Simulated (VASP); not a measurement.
**GaP: single point with HSE06**

GaP:

```
Ga P
1.0
     0.00000    2.72540    2.72540
     2.72540    0.00000    2.72540
     2.72540    2.72540    0.00000
Ga P
1 1
Direct
  0.00000 0.00000 0.00000
  0.25000 0.25000 0.25000
```

```
Program             : VASP 6.6.1
Task                : single point
Functional          : HSE06
Potentials or basis : VASP PAW PBE potentials, release 64 (Ga_d, P)
Cutoff              : 520 eV
k mesh              : 4 × 4 × 4
Occupations         : gaussian, width 0.01 eV
Spin                : non-collinear spin, zero start, spin-orbit coupling
Starting moments    : [[0.0, 0.0, 0.0], [0.0, 0.0, 0.0]] μB
```

```yaml
Pressure: 0.9 GPa
Net_moment: 0.00 μB per cell
Valence_electrons_inside_the_program's_atomic_spheres: Ga 11.70; P 2.57
```

Moments on the atoms (μB; x, y, z):
```
Ga  0.00 0.00 0.00
P   0.00 0.00 0.00
```

Run time: 42 min on 1 thread of Intel(R) Xeon(R) Platinum 8375C CPU @ 2.90GHz (Ice Lake), with other jobs on the host, peak memory 0.41 GiB.

Caveat: the k points lie up to 0.50 Å⁻¹ apart; the PAW data sets were made with another functional, which shifts forces and pressure a little.
